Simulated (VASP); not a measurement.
Write the native input for VASP 6.6.1 that does the following.

| Item | Value |
| --- | --- |
| Task | single point |
| Functional | r2SCAN |
| Potentials or basis | VASP PAW PBE potentials, release 64 (Ba_sv, Ti_sv, O) |
| Cutoff | 520 eV |
| k mesh | 6 × 6 × 6 |
| Occupations | gaussian, width 0.01 eV |
| Spin | non-collinear spin, zero start, spin-orbit coupling |
| Starting moments | [[0.0, 0.0, 0.0], [0.0, 0.0, 0.0], [0.0, 0.0, 0.0], [0.0, 0.0, 0.0], [0.0, 0.0, 0.0]] μB |
| Dipole correction | no |
| Further INCAR settings | ALGO = Normal; EDIFF = 1e-06; NBANDS = 55 |

BaTiO3:

```xyz
5
Lattice="4.0515 0.0000 0.0000 0.0000 4.0515 0.0000 0.0000 0.0000 4.1952" Properties=species:S:1:pos:R:3 pbc="T T T"
Ba    2.0257    2.0257    2.4791
Ti    0.0000    0.0000    0.4564
O     0.0000    2.0257    0.2593
O     2.0257    0.0000    0.2593
O     0.0000    0.0000    2.2513
```

This cell differs from its parent crystal: strain +2.0%.

One way to write it, as run:

POSCAR

```
BaTiO3
1.0
    4.0514814922      0.0000000000      0.0000000000
    0.0000000000      4.0514814922      0.0000000000
    0.0000000000      0.0000000000      4.1952456407
Ba Ti O
1 1 3
Direct
    0.5000000000      0.5000000000      0.5909419851
    0.0000000000      0.0000000000      0.1087880958
    0.0000000000      0.5000000000      0.0618146036
    0.5000000000      0.0000000000      0.0618146036
    0.0000000000      0.0000000000      0.5366377018
```

INCAR.step1

```
SYSTEM = BaTiO3
PREC     = Accurate       ! precision mode
ENCUT    = 520            ! plane-wave cutoff, eV
ISMEAR   = 0              ! smearing method
SIGMA    = 0.01           ! smearing width, eV
LREAL    = .False.        ! projectors in reciprocal space
LASPH    = .True.         ! aspherical terms in the spheres
NELM     = 150            ! most SCF steps
MAGMOM   = 0 0 0 0 0 0 0 0 0 0 0 0 0 0 0 ! initial moments
LSORBIT  = .True.         ! spin-orbit coupling
GGA_COMPAT= .False.      
LMAXMIX  = 4              ! l up to which the mixer works
NBANDS   = 55             ! bands
GGA      = PE             ! functional
ALGO     = Normal         ! electronic algorithm
EDIFF    = 1E-4           ! SCF threshold, eV
LWAVE    = .True.         ! write WAVECAR
LCHARG   = .False.        ! write CHGCAR
```

INCAR.step2

```
SYSTEM = BaTiO3
PREC     = Accurate       ! precision mode
ENCUT    = 520            ! plane-wave cutoff, eV
EDIFF    = 1E-6           ! SCF threshold, eV
ISMEAR   = 0              ! smearing method
SIGMA    = 0.01           ! smearing width, eV
LREAL    = .False.        ! projectors in reciprocal space
LASPH    = .True.         ! aspherical terms in the spheres
NELM     = 150            ! most SCF steps
ALGO     = Normal         ! electronic algorithm
ISIF     = 2              ! what is computed and relaxed
LWAVE    = .False.        ! write WAVECAR
LCHARG   = .False.        ! write CHGCAR
MAGMOM   = 0 0 0 0 0 0 0 0 0 0 0 0 0 0 0 ! initial moments
LORBIT   = 11             ! projections on sites
LSORBIT  = .True.         ! spin-orbit coupling
GGA_COMPAT= .False.      
LORBMOM  = .True.       
LMAXMIX  = 4              ! l up to which the mixer works
METAGGA  = R2SCAN         ! meta-GGA
LMIXTAU  = .True.       
NBANDS   = 55             ! bands
ISTART   = 1
```

KPOINTS

```
Automatic mesh
0
Gamma
  6 6 6
  0 0 0
```

Potentials or basis: VASP PAW PBE potentials, release 64 (Ba_sv, Ti_sv, O).

The run is started by

```sh
$ cat potpaw_PBE.64/Ba_sv/POTCAR potpaw_PBE.64/Ti_sv/POTCAR potpaw_PBE.64/O/POTCAR > POTCAR
$ cp INCAR.step1 INCAR
$ mpirun -np 1 vasp_ncl > vasp.out
$ cp INCAR.step2 INCAR
$ mpirun -np 1 vasp_ncl > vasp.out
```

It gave:

| Item | Value |
| --- | --- |
| Pressure | -5.7 GPa |
| Largest force | 0.210 eV/Å |
| Net moment | 0.00 μB per cell |
| Valence electrons inside the program's atomic spheres | Ba 7.93; Ti 10.14; O 5.04, 5.05 (each value once) |

Caveat: the cell differs from its parent crystal (strain +2.0%); the cell stands under tension; the PAW data sets were made with another functional, which shifts forces and pressure a little.

It took 51 min on 1 thread of Oxide Virtual Turin-like Processor (shared host), peak memory 0.53 GiB.
